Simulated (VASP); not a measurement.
# Zn4H2O5 in VASP: single point with PBE+D3(BJ)

Aim: the single point of Zn4H2O5 with PBE+D3(BJ).

Everything below comes from runs of VASP 6.6.1. Logs are shortened: lines on timing, memory, paths and dates and some standing lists are left out, and cuts for length are marked.

## (1) The cell of the first run

The cell holds a slab with vacuum, 33 atoms: a = 6.509 Å, b = 5.256 Å, c = 27.394 Å, α = 90.00°, β = 90.00°, γ = 90.00°.

## (2) Single point, PBE+D3(BJ)

INCAR

```
SYSTEM = Zn4H2O5
PREC     = Accurate       ! precision mode
ENCUT    = 520            ! plane-wave cutoff, eV
EDIFF    = 1E-6           ! SCF threshold, eV
ISMEAR   = 0              ! smearing method
SIGMA    = 0.05           ! smearing width, eV
LREAL    = Auto         
LASPH    = .TRUE.         ! aspherical terms in the spheres
NELM     = 120            ! most SCF steps
ALGO     = Normal         ! electronic algorithm
ISIF     = 2              ! what is computed and relaxed
LWAVE    = .FALSE.        ! write WAVECAR
LCHARG   = .FALSE.        ! write CHGCAR
LDIPOL   = .TRUE.       
IDIPOL   = 3            
DIPOL    = 0.5 0.5 0.466
GGA      = PE             ! functional
IVDW     = 12             ! dispersion correction
NBANDS   = 142            ! bands
GGA_COMPAT= .FALSE.      
NELMDL   = -8
```

KPOINTS

```
Automatic mesh
0
G
  3 3 1
  0 0 0
```

POSCAR

```
Zn4H2O5
1.0
    6.5094894540      0.0000000000      0.0000000000
    0.0000000000      5.2564237872      0.0000000000
    0.0000000000      0.0000000000     27.3943105972
Zn O H
12 15 6
Direct
    0.5000000000      0.9983827816      0.2920314411
    0.0000000000      0.9983827816      0.2920314411
    0.7500000000      0.4983827816      0.3263292150
    0.2500000000      0.4983827816      0.3263292150
    0.7500000000      0.9983827816      0.3949247629
    0.2500000000      0.9983827816      0.3949247629
    0.0000000000      0.4983827816      0.4292225368
    0.5000000000      0.4983827816      0.4292225368
   -0.0006218267      0.9922194547      0.4965963604
    0.5031472562      0.9925112821      0.4973001175
    0.2481407174      0.5144374528      0.5363460120
    0.7519706864      0.5085642299      0.5372142838
    0.5000000000      0.6195172184      0.2920314411
    0.0000000000      0.6195172184      0.2920314411
    0.7500000000      0.1195172184      0.3263292150
    0.2500000000      0.1195172184      0.3263292150
    0.7500000000      0.6195172184      0.3949247629
    0.2500000000      0.6195172184      0.3949247629
    0.0000000000      0.1195172184      0.4292225368
    0.5000000000      0.1195172184      0.4292225368
   -0.0014932755      0.6166607353      0.4970000587
    0.4998349822      0.6155030649      0.4987206002
    0.2510367040      0.1295185197      0.5321372733
    0.7512213749      0.1269272557      0.5328900485
    0.2177828247      0.7499614906      0.5905727248
    0.7899769097      0.7569971330      0.5886193922
    0.5017091079     -0.2599067808      0.6593025945
    0.0694169374      0.7498869363      0.5989063061
    0.6935811694      0.7430812668      0.6168604501
    0.2423560485      0.0050157287      0.5618025727
    0.7610275083     -0.0105251657      0.5627399628
    0.4913552430     -0.4107282089      0.6794747775
    0.3798683332     -0.2642457952      0.6366716320
```

Potentials or basis: VASP PAW PBE potentials, release 64 (Zn, O, H).

The run is started by

```sh
> cat potpaw_PBE.64/Zn/POTCAR potpaw_PBE.64/O/POTCAR potpaw_PBE.64/H/POTCAR > POTCAR
> mpirun -np 1 vasp_std > vasp.out
```

OUTCAR:

```text
SYSTEM = Zn4H2O5
   PREC = Accurate
   ENCUT = 520
   EDIFF = 1E-6
   ISMEAR = 0
   LREAL = Auto
   LASPH = .TRUE.
   NELM = 120
   ISIF = 2
   GGA = PE
   IVDW = 12
   NELMDL = -8
 IVDW          = 12

 ion  position               nearest neighbor table
   1  0.500  0.998  0.292-  15 1.98  16 1.98  13 1.99
   2  0.000  0.998  0.292-  15 1.98  16 1.98  14 1.99
   3  0.750  0.498  0.326-  13 1.98  14 1.98  17 1.98  15 1.99
   4  0.250  0.498  0.326-  13 1.98  14 1.98  18 1.98  16 1.99
   5  0.750  0.998  0.395-  19 1.98  20 1.98  15 1.98  17 1.99
   6  0.250  0.998  0.395-  19 1.98  20 1.98  16 1.98  18 1.99
   7  0.000  0.498  0.429-  21 1.96  18 1.98  17 1.98  19 1.99
   8  0.500  0.498  0.429-  17 1.98  18 1.98  20 1.99  22 2.00
   9  0.999  0.992  0.497-  19 1.96  21 1.97  24 2.02  23 2.04
  10  0.503  0.993  0.497-  20 1.98  22 1.98  24 2.01  23 2.03
  11  0.248  0.514  0.536-  25 1.94  22 2.01  21 2.02  23 2.03
  12  0.752  0.509  0.537-  26 1.94  24 2.01  21 2.03  22 2.03
  13  0.500  0.620  0.292-   3 1.98   4 1.98   1 1.99
  14  0.000  0.620  0.292-   3 1.98   4 1.98   2 1.99
  15  0.750  0.120  0.326-   1 1.98   2 1.98   5 1.98   3 1.99
  16  0.250  0.120  0.326-   1 1.98   2 1.98   6 1.98   4 1.99
  17  0.750  0.620  0.395-   7 1.98   8 1.98   3 1.98   5 1.99
  18  0.250  0.620  0.395-   7 1.98   8 1.98   4 1.98   6 1.99
  19  0.000  0.120  0.429-   9 1.96   6 1.98   5 1.98   7 1.99
  20  0.500  0.120  0.429-  10 1.98   6 1.98   5 1.98   8 1.99
  21  0.999  0.617  0.497-   7 1.96   9 1.97  11 2.02  12 2.03
  22  0.500  0.616  0.499-  10 1.98   8 2.00  11 2.01  12 2.03
  23  0.251  0.130  0.532-  30 1.04  11 2.03  10 2.03   9 2.04
  24  0.751  0.127  0.533-  31 1.09  12 2.01  10 2.01   9 2.02
  25  0.218  0.750  0.591-  28 0.99  11 1.94
  26  0.790  0.757  0.589-  29 1.00  31 1.43  12 1.94
  27  0.502  0.740  0.659-  32 0.97  33 1.01
  28  0.069  0.750  0.599-  25 0.99
  29  0.694  0.743  0.617-  26 1.00
  30  0.242  0.005  0.562-  23 1.04
  31  0.761  0.989  0.563-  24 1.09  26 1.43
  32  0.491  0.589  0.679-  27 0.97
  33  0.380  0.736  0.637-  27 1.01

  LATTYP: Found a simple orthorhombic cell.
 ALAT       =     5.2564237872
 B/A-ratio  =     1.2383874888
 C/A-ratio  =     5.2115871372

  Lattice vectors:

 A1 = (   0.0000000000,  -5.2564237872,   0.0000000000)
 A2 = (   6.5094894540,   0.0000000000,   0.0000000000)
 A3 = (   0.0000000000,   0.0000000000,  27.3943105972)

Analysis of symmetry for initial positions (statically):
=====================================================================
 Subroutine PRICEL returns:
 Original cell was already a primitive cell.

 Routine SETGRP: Setting up the symmetry group for a
 simple orthorhombic supercell.

 Subroutine GETGRP returns: Found  1 space group operations
 (whereof  1 operations were pure point group operations)
 out of a pool of  8 trial point group operations.

The static configuration has the point symmetry C_1 .

Analysis of symmetry for dynamics (positions and initial velocities):
=====================================================================
 Subroutine PRICEL returns:
 Original cell was already a primitive cell.

 Routine SETGRP: Setting up the symmetry group for a
 simple orthorhombic supercell.

 Subroutine GETGRP returns: Found  1 space group operations
 (whereof  1 operations were pure point group operations)
 out of a pool of  8 trial point group operations.

The dynamic configuration has the point symmetry C_1 .

 Subroutine INISYM returns: Found  1 space group operations
 (whereof  1 operations are pure point group operations),
 and found     1 'primitive' translations

----------------------------------------------------------------------------------------

                                     Primitive cell

  volume of cell :     937.3411

  direct lattice vectors                    reciprocal lattice vectors
     6.509489454  0.000000000  0.000000000     0.153621879  0.000000000  0.000000000
     0.000000000  5.256423787  0.000000000     0.000000000  0.190243413  0.000000000
     0.000000000  0.000000000 27.394310597     0.000000000  0.000000000  0.036503930

  length of vectors
     6.509489454  5.256423787 27.394310597     0.153621879  0.190243413  0.036503930

  position of ions in fractional coordinates (direct lattice)
     0.500000000  0.998382782  0.292031441
     0.000000000  0.998382782  0.292031441
     0.750000000  0.498382782  0.326329215
     0.250000000  0.498382782  0.326329215
     0.750000000  0.998382782  0.394924763
     0.250000000  0.998382782  0.394924763
[... 25 lines left out ...]
     0.491355243  0.589271791  0.679474777
     0.379868333  0.735754205  0.636671632

  ion indices of the primitive-cell ions
   primitive index   ion index
                 1           1
                 2           2
                 3           3
                 4           4
                 5           5
                 6           6
[... 25 lines left out ...]
                32          32
                33          33

----------------------------------------------------------------------------------------

 KPOINTS: Automatic mesh

Automatic generation of k-mesh.
 Grid dimensions read from file:
 generate k-points for:    3    3    1

 Generating k-lattice:

  Cartesian coordinates                     Fractional coordinates (reciprocal lattice)
     0.051207293  0.000000000  0.000000000     0.333333333  0.000000000  0.000000000
     0.000000000  0.063414471  0.000000000     0.000000000  0.333333333  0.000000000
     0.000000000  0.000000000  0.036503930     0.000000000  0.000000000  1.000000000

  Length of vectors
     0.051207293  0.063414471  0.036503930

  Shift w.r.t. Gamma in fractional coordinates (k-lattice)
     0.000000000  0.000000000  0.000000000

 Subroutine IBZKPT returns following result:
 ===========================================

 Found      5 irreducible k-points:

 Following reciprocal coordinates:
            Coordinates               Weight
  0.000000  0.000000  0.000000      1.000000
  0.333333  0.000000  0.000000      2.000000
  0.000000  0.333333  0.000000      2.000000
  0.333333  0.333333  0.000000      2.000000
 -0.333333  0.333333  0.000000      2.000000
   k-points           NKPTS =      5   k-points in BZ     NKDIM =      5   number of bands    NBANDS=    142
   number of dos      NEDOS =    301   number of ions     NIONS =     33
   total plane-waves  NPLWV = 403200
   dimension x,y,z NGX =    48 NGY =   40 NGZ =  210
   dimension x,y,z NGXF=    96 NGYF=   80 NGZF=  420
   ions per type =              12  15   6
   NGX,Y,Z   is equivalent  to a cutoff of  12.26, 12.65, 12.74 a.u.
   NGXF,Y,Z  is equivalent  to a cutoff of  24.52, 25.30, 25.49 a.u.
 SYSTEM =  Zn4H2O5
   PREC   = accura    normal or accurate (medium, high low for compatibility)
   ISTART =      0    job   : 0-new  1-cont  2-samecut
   ICHARG =      2    charge: 1-file 2-atom 10-const
   ISPIN  =      1    spin polarized calculation?
   LNONCOLLINEAR =      F non collinear calculations
   LSORBIT =      F    spin-orbit coupling
   LASPH  =      T    aspherical Exc in radial PAW
   ENCUT  =  520.0 eV  38.22 Ry    6.18 a.u.  12.10  9.77 50.94*2*pi/ulx,y,z
   NELM   =    120;   NELMIN=  2; NELMDL= -8     # of ELM steps
   EDIFF  = 0.1E-05   stopping-criterion for ELM
   LREAL  =      T    real-space projection
   EDIFFG = 0.1E-04   stopping-criterion for IOM
   NSW    =      0    number of steps for IOM
   IBRION =     -1    ionic relax: 0-MD 1-quasi-New 2-CG
   NFREE  =      0    steps in history (QN), initial steepest desc. (CG)
   ISIF   =      2    stress and relaxation
   ISYM   =      2    0-nonsym 1-usesym 2-fastsym
   POTIM  = 0.5000    time-step for ionic-motion
   TEBEG  =    0.0;   TEEND  =   0.0 temperature during run
   PSTRESS=    0.0 pullay stress
   NELECT =     240.0000    total number of electrons
   NUPDOWN=      -1.0000    fix difference up-down
   EMIN   =  10.00;   EMAX   =-10.00  energy-range for DOS
   EFERMI =   0.00;   METHOD = LEGACY
   ISMEAR =     0;   SIGMA  =   0.05  broadening in eV -4-tet -1-fermi 0-gaus
   EFERMI_NEDOS =   21; number of points for ismear=-14 and -15
   IALGO  =     38    algorithm
   IMIX   =      4    mixing-type and parameters
     AMIX     =   0.40;   BMIX     =  1.00
     AMIX_MAG =   1.60;   BMIX_MAG =  1.00
  volume/ion in A,a.u.               =      28.40       191.68
  Fermi-wavevector in a.u.,A,eV,Ry     =   1.039552  1.964468 14.703372  1.080667
  Thomas-Fermi vector in A             =   2.174087
   LORBIT       =      0    0 simple, 1 ext, 2 COOP (PROOUT), +10 PAW based schemes
   GGA     = PE    functional components
   LHFCALC =     F    Hartree Fock is set to
   AEXX    =    0.0000 exact exchange contribution
   IVDW    =    12    specifies the selected vdW correction
   LEPSILON=     F    determine dielectric tensor
   LRPA    =     F    only Hartree local field effects (RPA)
 non-spin polarized calculation
 Gauss-broadening in eV      SIGMA  =   0.05
  energy-cutoff  :      520.00
  volume of cell :      937.34
 maximum number of plane-waves:     25260
   NGX = 25   NGY = 19   NGZ =101

 dipolmoment           0.000000      0.000000     -0.000184 electrons x Angstroem

 number of electron     240.0000008 magnetization

 dipolmoment           0.000000      0.000000      0.163689 electrons x Angstroem

 Free energy of the ion-electron system (eV)
  ---------------------------------------------------
  ext. energy  EPLUGINS =         0.00000000
  ---------------------------------------------------
  free energy    TOTEN  =      -148.15677616 eV

  energy without entropy =     -148.15677616  energy(sigma->0) =     -148.15677616

 E-fermi :  -2.8832     XC(G=0):  -4.4442

 val. band max:       -3.1370953761   @ k =   0.0000   0.0000   0.0000
 cond. band min:      -2.4383622658   @ k =   0.0000   0.0000   0.0000
 fundamental gap:      0.6987331103
 Fermi energy:        -2.8832426668

 k-point     1 :       0.0000    0.0000    0.0000
  band No.  band energies     occupation
      1     -22.4155      2.00000
      2     -22.1977      2.00000
      3     -21.9748      2.00000
      4     -21.3909      2.00000
      5     -21.0781      2.00000
      6     -21.0558      2.00000
[... 664 lines left out ...]
    131       2.7608      0.00000
    132       2.9791      0.00000
 [bands above 132 left out]

------------------------ aborting loop because EDIFF is reached ----------------------------------------

 vacuum level on the upper side and lower side of the slab       (xc-potential included)         0.238        -0.603

 Edisp (eV)   -4.58220

 E8    (eV) :    -1.7194

  FORCE on cell =-STRESS in cart. coord.  units (eV):
  Direction    XX          YY          ZZ          XY          YZ          ZX
  --------------------------------------------------------------------------------------
  -------------------------------------------------------------------------------------
  Total      -0.53374    -7.34258     0.67352     0.15537     0.96238    -0.02678
  in kB      -0.91232   -12.55051     1.15123     0.26557     1.64497    -0.04577
  external pressure =       -4.10 kB  Pullay stress =        0.00 kB

 VOLUME and BASIS-vectors are now :
 -----------------------------------------------------------------------------
  energy-cutoff  :      520.00
  volume of cell :      937.34
      direct lattice vectors                 reciprocal lattice vectors
     6.509489454  0.000000000  0.000000000     0.153621879  0.000000000  0.000000000
     0.000000000  5.256423787  0.000000000     0.000000000  0.190243413  0.000000000
     0.000000000  0.000000000 27.394310597     0.000000000  0.000000000  0.036503930

 POSITION                                       TOTAL-FORCE (eV/Angst)
 -----------------------------------------------------------------------------------
      3.25474      5.24792      8.00000         0.000287     -1.367860      1.066212
      0.00000      5.24792      8.00000        -0.000346     -1.366273      1.067776
      4.88212      2.61971      8.93956        -0.002749      0.725781     -0.743662
      1.62737      2.61971      8.93956         0.002384      0.725403     -0.745653
      4.88212      5.24792     10.81869         0.005616     -0.282400      0.137151
      1.62737      5.24792     10.81869        -0.003157     -0.282341      0.148429
[... 25 lines left out ...]
      3.19847      3.09746     18.61374         0.007147     -0.091652      0.081111
      2.47275      3.86744     17.44118        -0.086351      0.029147     -0.076053
 -----------------------------------------------------------------------------------
    total drift:                                0.000025      0.019545      0.015716

  FREE ENERGIE OF THE ION-ELECTRON SYSTEM (eV)
  ---------------------------------------------------
  free  energy   TOTEN  =      -152.7389809644 eV

  energy  without entropy=     -152.7389809644  energy(sigma->0) =     -152.73898096

 vacuum level on the upper side and lower side of the slab         2.661         1.804
```

Wall time 49 min (1 thread of Oxide Virtual Turin-like, shared host); peak memory 0.99 GiB.

What came out:

| Quantity | Value |
| --- | --- |
| Free energy | -152.7390 eV |
| Largest force | 1.734 eV/Å |
| Band gap on the k mesh | 0.70 eV |
| Dispersion energy per atom | -0.139 eV |

Forces in eV/Å, atoms in the order of the input:
```
Zn   0.000 -1.368  1.066
Zn   0.000 -1.366  1.068
Zn  -0.003  0.726 -0.744
Zn   0.002  0.725 -0.746
Zn   0.006 -0.282  0.137
Zn  -0.003 -0.282  0.148
Zn  -0.008  0.125 -0.030
Zn   0.004  0.180  0.142
Zn   0.001  0.009  0.005
Zn  -0.003  0.013  0.004
Zn   0.010 -0.045 -0.006
Zn  -0.006 -0.040 -0.019
O   -0.001  0.700  0.033
O    0.000  0.699  0.038
O    0.001  0.078 -0.876
O    0.000  0.078 -0.874
O   -0.050  0.047  0.276
O    0.040  0.045  0.282
O    0.010 -0.031 -0.173
O    0.003 -0.061 -0.003
O   -0.002 -0.016  0.012
O    0.006 -0.018  0.007
O    0.004  0.028 -0.001
O   -0.006  0.042 -0.001
O    0.088  0.049  0.044
O    0.031  0.074  0.003
O    0.071  0.061 -0.028
H   -0.096  0.005  0.029
H   -0.034  0.005  0.071
H    0.001 -0.045  0.061
H    0.013 -0.073  0.070
H    0.007 -0.092  0.081
H   -0.086  0.029 -0.076
```

Caveat: semilocal functionals underestimate gaps, and a narrow one can read as zero.
